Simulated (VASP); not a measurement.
# TaMnB4 (P6/mmm) in VASP: a series of runs

The runs below take TaMnB4 through single point, relaxation of shape and atoms at fixed volume, with PBE.

All numbers are computed with VASP 6.6.1; they aren't measurements. Logs are shortened: lines on timing, memory, paths and dates and some standing lists are left out, and cuts for length are marked.

### 1 The cell of the first run

The structure is hexagonal, space group P6/mmm (No. 191). Conventional cell: a = 2.994 Å, b = 2.994 Å, c = 5.940 Å, α = 90.00°, β = 90.00°, γ = 120.00°. Within 3.1 Å of Ta (site symmetry 6/mmm) lie 12 B at 2.36 Å and 2 Mn at 2.97 Å and 6 Ta at 2.99 Å. Mn (site symmetry 6/mmm) has 12 B at 2.20 Å and 2 Ta at 2.97 Å and 6 Mn at 2.99 Å within 3.0 Å. B (site symmetry 3m) has 3 B at 1.73 Å and 3 Mn at 2.20 Å and 3 Ta at 2.36 Å within 2.4 Å.

### 2 Single point, PBE, collinear spin, ferromagnetic start (7.68 Å³/atom)

Contents of INCAR:

```
SYSTEM = TaMnB4
PREC = Accurate
ENCUT = 520
EDIFF = 1E-7
ISMEAR = 0
SIGMA = 0.1
LREAL = .FALSE.
LASPH = .TRUE.
NELM = 150
ALGO = Normal
ISIF = 2
LWAVE = .FALSE.
LCHARG = .TRUE.
ISPIN = 2
MAGMOM = 0 2.35 0 0 0 0
LORBIT = 11
LMAXMIX = 4
GGA = PE
LELF = .TRUE.
LVHAR = .TRUE.
NBANDS = 31
```

Contents of KPOINTS:

```
Automatic mesh
0
G
  12 12 6
  0 0 0
```

Contents of POSCAR:

```
TaMnB4
1.0
    2.9938829322      0.0000000000      0.0000000000
   -1.4969414661      2.5927786752      0.0000000000
    0.0000000000      0.0000000000      5.9397345301
Ta Mn B
1 1 4
Direct
    0.0000000000      0.0000000000      0.5000000000
    0.0000000000      0.0000000000      0.0000000000
    0.3333333333      0.6666666667      0.7701768951
    0.3333333333      0.6666666667      0.2298231049
    0.6666666667      0.3333333333      0.7701768951
    0.6666666667      0.3333333333      0.2298231049
```

Potentials or basis: VASP PAW PBE potentials, release 64 (Ta_pv, Mn_pv, B).

Command:

```sh
$ cat potpaw_PBE.64/Ta_pv/POTCAR potpaw_PBE.64/Mn_pv/POTCAR potpaw_PBE.64/B/POTCAR > POTCAR
$ mpirun -np 1 vasp_std > vasp.out
```

OUTCAR:

```text
SYSTEM = TaMnB4
   PREC = Accurate
   ENCUT = 520
   EDIFF = 1E-7
   ISMEAR = 0
   LREAL = .FALSE.
   LASPH = .TRUE.
   NELM = 150
   ISIF = 2
   ISPIN = 2
   LORBIT = 11
   GGA = PE

 ion  position               nearest neighbor table
   1  0.000  0.000  0.500-   3 2.36   4 2.36   5 2.36   6 2.36   3 2.36   4 2.36   5 2.36   6 2.36
                             5 2.36   6 2.36   3 2.36   4 2.36   2 2.97   2 2.97
   2  0.000  0.000  0.000-   3 2.20   4 2.20   5 2.20   6 2.20   3 2.20   4 2.20   5 2.20   6 2.20
                             5 2.20   6 2.20   3 2.20   4 2.20   1 2.97   1 2.97
   3  0.333  0.667  0.770-   5 1.73   5 1.73   5 1.73   2 2.20   2 2.20   2 2.20   1 2.36   1 2.36
                             1 2.36
   4  0.333  0.667  0.230-   6 1.73   6 1.73   6 1.73   2 2.20   2 2.20   2 2.20   1 2.36   1 2.36
                             1 2.36
   5  0.667  0.333  0.770-   3 1.73   3 1.73   3 1.73   2 2.20   2 2.20   2 2.20   1 2.36   1 2.36
                             1 2.36
   6  0.667  0.333  0.230-   4 1.73   4 1.73   4 1.73   2 2.20   2 2.20   2 2.20   1 2.36   1 2.36
                             1 2.36

  LATTYP: Found a hexagonal cell.
 ALAT       =     2.9938829322
 C/A-ratio  =     1.9839568429

  Lattice vectors:

 A1 = (   2.9938829322,   0.0000000000,   0.0000000000)
 A2 = (  -1.4969414661,   2.5927786752,   0.0000000000)
 A3 = (   0.0000000000,   0.0000000000,   5.9397345301)

Analysis of symmetry for initial positions (statically):
=====================================================================
 Subroutine PRICEL returns:
 Original cell was already a primitive cell.

 Routine SETGRP: Setting up the symmetry group for a
 hexagonal supercell.

 Subroutine GETGRP returns: Found 24 space group operations
 (whereof 24 operations were pure point group operations)
 out of a pool of 24 trial point group operations.

The static configuration has the point symmetry D_6h.

Analysis of symmetry for dynamics (positions and initial velocities):
=====================================================================
 Subroutine PRICEL returns:
 Original cell was already a primitive cell.

 Routine SETGRP: Setting up the symmetry group for a
 hexagonal supercell.

 Subroutine GETGRP returns: Found 24 space group operations
 (whereof 24 operations were pure point group operations)
 out of a pool of 24 trial point group operations.

The dynamic configuration has the point symmetry D_6h.

Analysis of structural, dynamic, and magnetic symmetry:
=====================================================================
 Subroutine PRICEL returns:
 Original cell was already a primitive cell.

 Routine SETGRP: Setting up the symmetry group for a
 hexagonal supercell.

 Subroutine GETGRP returns: Found 24 space group operations
 (whereof 24 operations were pure point group operations)
 out of a pool of 24 trial point group operations.

The overall configuration has the point symmetry D_6h.

 Subroutine INISYM returns: Found 24 space group operations
 (whereof 24 operations are pure point group operations),
 and found     1 'primitive' translations

----------------------------------------------------------------------------------------

                                     Primitive cell

  volume of cell :      46.1070

  direct lattice vectors                    reciprocal lattice vectors
     2.993882932  0.000000000  0.000000000     0.334014396  0.192843302  0.000000000
    -1.496941466  2.592778675  0.000000000     0.000000000  0.385686603  0.000000000
     0.000000000  0.000000000  5.939734530     0.000000000  0.000000000  0.168357693

  length of vectors
     2.993882932  2.993882932  5.939734530     0.385686603  0.385686603  0.168357693

  position of ions in fractional coordinates (direct lattice)
     0.000000000  0.000000000  0.500000000
     0.000000000  0.000000000  0.000000000
     0.333333333  0.666666667  0.770176895
     0.333333333  0.666666667  0.229823105
     0.666666667  0.333333333  0.770176895
     0.666666667  0.333333333  0.229823105

  ion indices of the primitive-cell ions
   primitive index   ion index
                 1           1
                 2           2
                 3           3
                 4           4
                 5           5
[... 55 lines left out ...]
   k-points           NKPTS =     76   k-points in BZ     NKDIM =     76   number of bands    NBANDS=     31
   number of dos      NEDOS =    301   number of ions     NIONS =      6
   total plane-waves  NPLWV =  27648
   dimension x,y,z NGX =    24 NGY =   24 NGZ =   48
   dimension x,y,z NGXF=    48 NGYF=   48 NGZF=   96
   ions per type =               1   1   4
   NGX,Y,Z   is equivalent  to a cutoff of  13.33, 13.33, 13.43 a.u.
   NGXF,Y,Z  is equivalent  to a cutoff of  26.65, 26.65, 26.87 a.u.
 SYSTEM =  TaMnB4
   PREC   = accura    normal or accurate (medium, high low for compatibility)
   ISTART =      0    job   : 0-new  1-cont  2-samecut
   ICHARG =      2    charge: 1-file 2-atom 10-const
   ISPIN  =      2    spin polarized calculation?
   LNONCOLLINEAR =      F non collinear calculations
   LSORBIT =      F    spin-orbit coupling
   LASPH  =      T    aspherical Exc in radial PAW
   ENCUT  =  520.0 eV  38.22 Ry    6.18 a.u.   5.57  5.57 11.04*2*pi/ulx,y,z
   NELM   =    150;   NELMIN=  2; NELMDL= -5     # of ELM steps
   EDIFF  = 0.1E-06   stopping-criterion for ELM
   LREAL  =      F    real-space projection
   EDIFFG = 0.1E-05   stopping-criterion for IOM
   NSW    =      0    number of steps for IOM
   IBRION =     -1    ionic relax: 0-MD 1-quasi-New 2-CG
   NFREE  =      0    steps in history (QN), initial steepest desc. (CG)
   ISIF   =      2    stress and relaxation
   ISYM   =      2    0-nonsym 1-usesym 2-fastsym
   POTIM  = 0.5000    time-step for ionic-motion
   TEBEG  =    0.0;   TEEND  =   0.0 temperature during run
   PSTRESS=    0.0 pullay stress
   NELECT =      36.0000    total number of electrons
   NUPDOWN=      -1.0000    fix difference up-down
   EMIN   =  10.00;   EMAX   =-10.00  energy-range for DOS
   EFERMI =   0.00;   METHOD = LEGACY
   ISMEAR =     0;   SIGMA  =   0.10  broadening in eV -4-tet -1-fermi 0-gaus
   EFERMI_NEDOS =   21; number of points for ismear=-14 and -15
   IALGO  =     38    algorithm
   IMIX   =      4    mixing-type and parameters
     AMIX     =   0.40;   BMIX     =  1.00
     AMIX_MAG =   1.60;   BMIX_MAG =  1.00
  volume/ion in A,a.u.               =       7.68        51.86
  Fermi-wavevector in a.u.,A,eV,Ry     =   1.507486  2.848735 30.919423  2.272513
  Thomas-Fermi vector in A             =   2.618066
   LORBIT       =     11    0 simple, 1 ext, 2 COOP (PROOUT), +10 PAW based schemes
   GGA     = PE    functional components
   LHFCALC =     F    Hartree Fock is set to
   AEXX    =    0.0000 exact exchange contribution
   IVDW    =     0    specifies the selected vdW correction
   LEPSILON=     F    determine dielectric tensor
   LRPA    =     F    only Hartree local field effects (RPA)
 spin polarized calculation
 Gauss-broadening in eV      SIGMA  =   0.10
  energy-cutoff  :      520.00
  volume of cell :       46.11
 maximum number of plane-waves:      1271
 NGX is ok and might be reduce to    24
   NGX = 11   NGY = 11   NGZ = 23

 number of electron      35.9999987 magnetization       1.8066324

 Free energy of the ion-electron system (eV)
  ---------------------------------------------------
  ext. energy  EPLUGINS =         0.00000000
  ---------------------------------------------------
  free energy    TOTEN  =       -50.19769138 eV

  energy without entropy =      -50.18871014  energy(sigma->0) =      -50.19320076

 E-fermi :  10.6562     XC(G=0): -13.6773

 val. band max:       10.6529269609   @ k =   0.3333   0.2500   0.3333
 cond. band min:      10.6577668199   @ k =   0.3333   0.0000   0.3333
 fundamental gap:      0.0048398590
 Fermi energy:        10.6562161204

 spin component 1

 k-point     1 :       0.0000    0.0000    0.0000
  band No.  band energies     occupation
      1     -38.9000      1.00000
      2     -38.6970      1.00000
      3     -38.6970      1.00000
      4     -24.8372      1.00000
      5     -24.0896      1.00000
      6     -24.0896      1.00000
[... 781 lines left out ...]
     29      20.6904      0.00000
     30      21.9892      0.00000

 [... further k-points ...]

 spin component 2

 k-point     1 :       0.0000    0.0000    0.0000
  band No.  band energies     occupation
      1     -37.0227      1.00000
      2     -36.6918      1.00000
      3     -36.6918      1.00000
      4     -24.8829      1.00000
      5     -24.1116      1.00000
      6     -24.1116      1.00000
[... 781 lines left out ...]
     29      20.8238      0.00000
     30      21.9931      0.00000

 [... further k-points ...]

 [bands above 30 left out]

------------------------ aborting loop because EDIFF is reached ----------------------------------------

  FORCE on cell =-STRESS in cart. coord.  units (eV):
  Direction    XX          YY          ZZ          XY          YZ          ZX
  --------------------------------------------------------------------------------------
  -------------------------------------------------------------------------------------
  Total        8.5261655      8.5261655      8.5482547      0.0000000      0.0000000      0.0000000
  in kB      296.2763895    296.2763895    297.0439711      0.0000000      0.0000000      0.0000000
  external PRESSURE =     296.5322500 kB  Pullay stress =       0.0000000 kB

 VOLUME and BASIS-vectors are now :
 -----------------------------------------------------------------------------
  energy-cutoff  :      520.00
  volume of cell :       46.11
      direct lattice vectors                 reciprocal lattice vectors
     2.993882932  0.000000000  0.000000000     0.334014396  0.192843302  0.000000000
    -1.496941466  2.592778675  0.000000000     0.000000000  0.385686603  0.000000000
     0.000000000  0.000000000  5.939734530     0.000000000  0.000000000  0.168357693

 POSITION                                       TOTAL-FORCE (eV/Angst)
 -----------------------------------------------------------------------------------
      0.00000      0.00000      2.96987        -0.000000      0.000000      0.000000
      0.00000      0.00000      0.00000        -0.000000      0.000000      0.000000
     -0.00000      1.72852      4.57465        -0.000000     -0.000000      0.018090
     -0.00000      1.72852      1.36509         0.000000     -0.000000     -0.018090
      1.49694      0.86426      4.57465        -0.000000      0.000000      0.018090
      1.49694      0.86426      1.36509        -0.000000      0.000000     -0.018090
 -----------------------------------------------------------------------------------
    total drift:                               -0.000000      0.000000     -0.000000

  FREE ENERGIE OF THE ION-ELECTRON SYSTEM (eV)
  ---------------------------------------------------
  free  energy   TOTEN  =       -50.1976913777 eV

  energy  without entropy=      -50.1887101359  energy(sigma->0) =      -50.19320076

 total charge

# of ion       s       p       d       tot
------------------------------------------
    1        0.304   6.289   2.657   9.250
    2        0.304   6.407   5.428  12.140
    3        0.687   1.401   0.000   2.087
    4        0.687   1.401   0.000   2.087
    5        0.687   1.401   0.000   2.087
    6        0.687   1.401   0.000   2.087
--------------------------------------------------
tot          3.356  18.298   8.085  29.739

 magnetization (x)

# of ion       s       p       d       tot
------------------------------------------
    1       -0.001  -0.000  -0.048  -0.049
    2        0.012   0.019   1.804   1.836
    3       -0.002   0.004   0.000   0.002
    4       -0.002   0.004   0.000   0.002
    5       -0.002   0.004   0.000   0.002
    6       -0.002   0.004   0.000   0.002
--------------------------------------------------
tot          0.001   0.036   1.757   1.794
```

Run time: 7.1 min. Hardware: 1 thread of Oxide Virtual Turin-like, shared host; peak memory 0.28 GiB.

Results:

```
Free energy                                           : -50.1977 eV
Pressure                                              : 29.7 GPa
Largest force                                         : 0.018 eV/Å
Net moment                                            : 1.81 μB per cell
Site moments                                          : Ta -0.05; Mn +1.84; B +0.00 μB
Valence electrons inside the program's atomic spheres : Ta 9.25; Mn 12.14; B 2.09
```

Forces on the atoms (eV/Å):
```
Ta   0.000  0.000  0.000
Mn   0.000  0.000  0.000
B    0.000  0.000  0.018
B    0.000  0.000 -0.018
B    0.000  0.000  0.018
B    0.000  0.000 -0.018
```

Stress tensor (GPa, compression positive):
```
29.63  0.00  0.00
 0.00 29.63  0.00
 0.00  0.00 29.70
```

Caveat: the cell stands under pressure; spin-orbit coupling is left out, which moves the levels of the heavy elements; a cell with one magnetic atom can't hold antiferromagnetic order, which such compounds often take.

(Part 1 of 3 ends here.)
